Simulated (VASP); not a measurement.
# InSb3 (P1) in VASP: single point with PBEsol

Aim: the single point of InSb3 with PBEsol.

Program: VASP 6.6.1. These are calculated values, not measurements. Logs are shortened: lines on timing, memory, paths and dates and some standing lists are left out, and cuts for length are marked.

**1. The cell of the first run**

The typed cell holds 4 atoms: a = 4.806 Å, b = 4.806 Å, c = 4.806 Å, α = 90.00°, β = 90.00°, γ = 90.00°.

**2. Single point, PBEsol (one atom moved)**

INCAR reads:

```
PREC     = Accurate       # precision mode
ENCUT    = 520            # plane-wave cutoff, eV
EDIFF    = 1E-7           # SCF threshold, eV
ISMEAR   = 0              # smearing method
SIGMA    = 0.1            # smearing width, eV
LREAL    = False          # projectors in reciprocal space
LASPH    = True           # aspherical terms in the spheres
NELM     = 60             # most SCF steps
ALGO     = Normal         # electronic algorithm
ISIF     = 2              # what is computed and relaxed
LWAVE    = False          # write WAVECAR
LCHARG   = False          # write CHGCAR
GGA      = PS             # functional
NBANDS   = 22             # bands
```

KPOINTS reads:

```
Automatic mesh
0
Gamma
  8 8 8
```

POSCAR reads:

```
InSb3
1.0
    4.8063670000      0.0000000000      0.0000000000
    0.0000000000      4.8063670000      0.0000000000
    0.0000000000      0.0000000000      4.8063670000
In Sb
1 3
Direct
    0.0000000000      0.0000000000      0.0000000000
    0.5000000000      0.0000000000      0.5000000000
    0.0000000000      0.5000000000      0.5000000000
    0.4886026182      0.4863514376     -0.0433050576
```

Potentials or basis: VASP PAW PBE potentials, release 64 (In_d, Sb).

Command:

```sh
$ cat potpaw_PBE.64/In_d/POTCAR potpaw_PBE.64/Sb/POTCAR > POTCAR
$ mpirun -np 1 vasp_std > vasp.out
```

OUTCAR:

```text
PREC = Accurate
   ENCUT = 520
   EDIFF = 1E-7
   ISMEAR = 0
   LREAL = False
   LASPH = True
   NELM = 60
   ISIF = 2
   GGA = PS

 ion  position               nearest neighbor table
   1  0.000  0.000  0.000-   4 3.32   4 3.40   2 3.40   2 3.40   3 3.40   3 3.40   3 3.40   2 3.40
                             3 3.40   2 3.40   4 3.41   4 3.49
   2  0.500  0.000  0.500-   4 3.21   4 3.30   1 3.40   1 3.40   3 3.40   3 3.40   1 3.40   3 3.40
                             1 3.40   3 3.40   4 3.51   4 3.59
   3  0.000  0.500  0.500-   4 3.22   4 3.30   1 3.40   1 3.40   1 3.40   2 3.40   1 3.40   2 3.40
                             2 3.40   2 3.40   4 3.51   4 3.59
   4  0.489  0.486  0.957-   2 3.21   3 3.22   3 3.30   2 3.30   1 3.32   1 3.40   1 3.41   1 3.49
                             2 3.51   3 3.51   3 3.59   2 3.59

  LATTYP: Found a simple cubic cell.
 ALAT       =     4.8063670000

  Lattice vectors:

 A1 = (   4.8063670000,   0.0000000000,   0.0000000000)
 A2 = (   0.0000000000,   4.8063670000,   0.0000000000)
 A3 = (   0.0000000000,   0.0000000000,   4.8063670000)

Analysis of symmetry for initial positions (statically):
=====================================================================
 Subroutine PRICEL returns:
 Original cell was already a primitive cell.

 Routine SETGRP: Setting up the symmetry group for a
 simple cubic supercell.

 Subroutine GETGRP returns: Found  1 space group operations
 (whereof  1 operations were pure point group operations)
 out of a pool of 48 trial point group operations.

The static configuration has the point symmetry C_1 .

Analysis of symmetry for dynamics (positions and initial velocities):
=====================================================================
 Subroutine PRICEL returns:
 Original cell was already a primitive cell.

 Routine SETGRP: Setting up the symmetry group for a
 simple cubic supercell.

 Subroutine GETGRP returns: Found  1 space group operations
 (whereof  1 operations were pure point group operations)
 out of a pool of 48 trial point group operations.

The dynamic configuration has the point symmetry C_1 .

 Subroutine INISYM returns: Found  1 space group operations
 (whereof  1 operations are pure point group operations),
 and found     1 'primitive' translations

----------------------------------------------------------------------------------------

                                     Primitive cell

  volume of cell :     111.0327

  direct lattice vectors                    reciprocal lattice vectors
     4.806367000  0.000000000  0.000000000     0.208057354  0.000000000  0.000000000
     0.000000000  4.806367000  0.000000000     0.000000000  0.208057354  0.000000000
     0.000000000  0.000000000  4.806367000     0.000000000  0.000000000  0.208057354

  length of vectors
     4.806367000  4.806367000  4.806367000     0.208057354  0.208057354  0.208057354

  position of ions in fractional coordinates (direct lattice)
     0.000000000  0.000000000  0.000000000
     0.500000000  0.000000000  0.500000000
     0.000000000  0.500000000  0.500000000
     0.488602618  0.486351438  0.956694942

  ion indices of the primitive-cell ions
   primitive index   ion index
                 1           1
                 2           2
                 3           3
                 4           4

----------------------------------------------------------------------------------------

 KPOINTS: Automatic mesh

Automatic generation of k-mesh.
 Grid dimensions read from file:
 generate k-points for:    8    8    8

 Generating k-lattice:

  Cartesian coordinates                     Fractional coordinates (reciprocal lattice)
     0.026007169  0.000000000  0.000000000     0.125000000  0.000000000  0.000000000
     0.000000000  0.026007169  0.000000000     0.000000000  0.125000000  0.000000000
     0.000000000  0.000000000  0.026007169     0.000000000  0.000000000  0.125000000

  Length of vectors
     0.026007169  0.026007169  0.026007169

  Shift w.r.t. Gamma in fractional coordinates (k-lattice)
     0.000000000  0.000000000  0.000000000

 Subroutine IBZKPT returns following result:
 ===========================================

 Found    260 irreducible k-points:

 Following reciprocal coordinates:
            Coordinates               Weight
  0.000000  0.000000  0.000000      1.000000
  0.125000  0.000000  0.000000      2.000000
  0.000000  0.125000  0.000000      2.000000
  0.000000  0.000000  0.125000      2.000000
  0.250000  0.000000  0.000000      2.000000
  0.000000  0.250000  0.000000      2.000000
[... 16 lines left out ...]
 -0.125000  0.250000  0.000000      2.000000
 -0.250000  0.000000  0.125000      2.000000
 [... further k-points ...]
   k-points           NKPTS =    260   k-points in BZ     NKDIM =    260   number of bands    NBANDS=     22
   number of dos      NEDOS =    301   number of ions     NIONS =      4
   total plane-waves  NPLWV =  46656
   dimension x,y,z NGX =    36 NGY =   36 NGZ =   36
   dimension x,y,z NGXF=    72 NGYF=   72 NGZF=   72
   ions per type =               1   3
   NGX,Y,Z   is equivalent  to a cutoff of  12.45, 12.45, 12.45 a.u.
   NGXF,Y,Z  is equivalent  to a cutoff of  24.90, 24.90, 24.90 a.u.
 SYSTEM =  unknown system
   PREC   = accura    normal or accurate (medium, high low for compatibility)
   ISTART =      0    job   : 0-new  1-cont  2-samecut
   ICHARG =      2    charge: 1-file 2-atom 10-const
   ISPIN  =      1    spin polarized calculation?
   LNONCOLLINEAR =      F non collinear calculations
   LSORBIT =      F    spin-orbit coupling
   LASPH  =      T    aspherical Exc in radial PAW
   ENCUT  =  520.0 eV  38.22 Ry    6.18 a.u.   8.94  8.94  8.94*2*pi/ulx,y,z
   NELM   =     60;   NELMIN=  2; NELMDL= -5     # of ELM steps
   EDIFF  = 0.1E-06   stopping-criterion for ELM
   LREAL  =      F    real-space projection
   EDIFFG = 0.1E-05   stopping-criterion for IOM
   NSW    =      0    number of steps for IOM
   IBRION =     -1    ionic relax: 0-MD 1-quasi-New 2-CG
   NFREE  =      0    steps in history (QN), initial steepest desc. (CG)
   ISIF   =      2    stress and relaxation
   ISYM   =      2    0-nonsym 1-usesym 2-fastsym
   POTIM  = 0.5000    time-step for ionic-motion
   TEBEG  =    0.0;   TEEND  =   0.0 temperature during run
   PSTRESS=    0.0 pullay stress
   NELECT =      28.0000    total number of electrons
   NUPDOWN=      -1.0000    fix difference up-down
   EMIN   =  10.00;   EMAX   =-10.00  energy-range for DOS
   EFERMI =   0.00;   METHOD = LEGACY
   ISMEAR =     0;   SIGMA  =   0.10  broadening in eV -4-tet -1-fermi 0-gaus
   EFERMI_NEDOS =   21; number of points for ismear=-14 and -15
   IALGO  =     38    algorithm
   IMIX   =      4    mixing-type and parameters
     AMIX     =   0.40;   BMIX     =  1.00
     AMIX_MAG =   1.60;   BMIX_MAG =  1.00
  volume/ion in A,a.u.               =      27.76       187.32
  Fermi-wavevector in a.u.,A,eV,Ry     =   1.034294  1.954532 14.555018  1.069764
  Thomas-Fermi vector in A             =   2.168582
   LORBIT       =      0    0 simple, 1 ext, 2 COOP (PROOUT), +10 PAW based schemes
   GGA     = PS    functional components
   LHFCALC =     F    Hartree Fock is set to
   AEXX    =    0.0000 exact exchange contribution
   IVDW    =     0    specifies the selected vdW correction
   LEPSILON=     F    determine dielectric tensor
   LRPA    =     F    only Hartree local field effects (RPA)
 non-spin polarized calculation
 Gauss-broadening in eV      SIGMA  =   0.10
  energy-cutoff  :      520.00
  volume of cell :      111.03
 maximum number of plane-waves:      3016
   NGX = 17   NGY = 17   NGZ = 17

 number of electron      28.0000009 magnetization

 Free energy of the ion-electron system (eV)
  ---------------------------------------------------
  ext. energy  EPLUGINS =         0.00000000
  ---------------------------------------------------
  free energy    TOTEN  =       -16.01723259 eV

  energy without entropy =      -16.00649269  energy(sigma->0) =      -16.01186264

 E-fermi :   7.6826     XC(G=0): -10.1710

 val. band max:        7.6812046692   @ k =   0.0000   0.1250   0.0000
 cond. band min:       7.6847306389   @ k =   0.3750  -0.1250   0.0000
 fundamental gap:      0.0035259697
 Fermi energy:         7.6825818158

 k-point     1 :       0.0000    0.0000    0.0000
  band No.  band energies     occupation
      1      -6.7304      2.00000
      2      -6.7298      2.00000
      3      -6.7149      2.00000
      4      -6.7140      2.00000
      5      -6.7135      2.00000
      6      -4.5483      2.00000
[... 14 lines left out ...]
     21      12.5537      0.00000
     22      12.8219      0.00000

 k-point     2 :       0.1250    0.0000    0.0000
  band No.  band energies     occupation
      1      -6.7291      2.00000
      2      -6.7279      2.00000
      3      -6.7166      2.00000
      4      -6.7154      2.00000
      5      -6.7138      2.00000
      6      -4.4534      2.00000
[... 14 lines left out ...]
     21      12.9031      0.00000
     22      13.0887      0.00000

 k-point     3 :       0.0000    0.1250    0.0000
  band No.  band energies     occupation
      1      -6.7292      2.00000
      2      -6.7278      2.00000
      3      -6.7165      2.00000
      4      -6.7154      2.00000
      5      -6.7138      2.00000
      6      -4.4534      2.00000
[... 14 lines left out ...]
     21      12.8981      0.00000
     22      13.0934      0.00000
[... 476 lines left out ...]
 k-point    23 :      -0.1250    0.2500    0.0000
  band No.  band energies     occupation
      1      -6.7261      2.00000
      2      -6.7229      2.00000
      3      -6.7203      2.00000
      4      -6.7195      2.00000
      5      -6.7154      2.00000
      6      -4.0782      2.00000
[... 14 lines left out ...]
     21      13.2254      0.00000
     22      13.5811      0.00000

 k-point    24 :      -0.2500    0.0000    0.1250
  band No.  band energies     occupation
      1      -6.7259      2.00000
      2      -6.7227      2.00000
      3      -6.7208      2.00000
      4      -6.7195      2.00000
      5      -6.7153      2.00000
      6      -4.0816      2.00000
[... 14 lines left out ...]
     21      13.1224      0.00000
     22      13.7414      0.00000

 [... further k-points ...]

------------------------ aborting loop because EDIFF is reached ----------------------------------------

  FORCE on cell =-STRESS in cart. coord.  units (eV):
  Direction    XX          YY          ZZ          XY          YZ          ZX
  --------------------------------------------------------------------------------------
  -------------------------------------------------------------------------------------
  Total       -1.4825909     -1.4853016     -1.5239383      0.0035953      0.0443620      0.0369389
  in kB      -21.3934652    -21.4325799    -21.9900986      0.0518801      0.6401347      0.5330204
  external PRESSURE =     -21.6053812 kB  Pullay stress =       0.0000000 kB

 VOLUME and BASIS-vectors are now :
 -----------------------------------------------------------------------------
  energy-cutoff  :      520.00
  volume of cell :      111.03
      direct lattice vectors                 reciprocal lattice vectors
     4.806367000  0.000000000  0.000000000     0.208057354  0.000000000  0.000000000
     0.000000000  4.806367000  0.000000000     0.000000000  0.208057354  0.000000000
     0.000000000  0.000000000  4.806367000     0.000000000  0.000000000  0.208057354

 POSITION                                       TOTAL-FORCE (eV/Angst)
 -----------------------------------------------------------------------------------
      0.00000      0.00000      0.00000        -0.053536     -0.063776      0.156235
      2.40318      0.00000      2.40318         0.039453     -0.029022     -0.082566
      0.00000      2.40318      2.40318        -0.024167      0.047246     -0.080913
      2.34840      2.33758      4.59823         0.038250      0.045552      0.007244
 -----------------------------------------------------------------------------------
    total drift:                                0.000002      0.000017     -0.000274

  FREE ENERGIE OF THE ION-ELECTRON SYSTEM (eV)
  ---------------------------------------------------
  free  energy   TOTEN  =       -16.0172325888 eV

  energy  without entropy=      -16.0064926934  energy(sigma->0) =      -16.01186264
```

It took 2.7 min on 1 thread of Intel Xeon 6975P-C (Granite Rapids), shared host; peak memory 0.65 GiB.

What came out:

| Property | Result |
| --- | --- |
| Free energy | -16.0172 eV |
| Pressure | -2.2 GPa |
| Largest force | 0.177 eV/Å |
| Band gap on the k mesh | zero (bands 14 and 15 overlap by 4.38 eV) |

Forces on the atoms (eV/Å):
```
In  -0.054 -0.064  0.156
Sb   0.039 -0.029 -0.083
Sb  -0.024  0.047 -0.081
Sb   0.038  0.046  0.007
```

Caveat: the cell differs from its parent crystal (one atom moved); the PAW data sets were made with another functional, which shifts forces and pressure a little; spin-orbit coupling is left out, which moves the levels of the heavy elements.
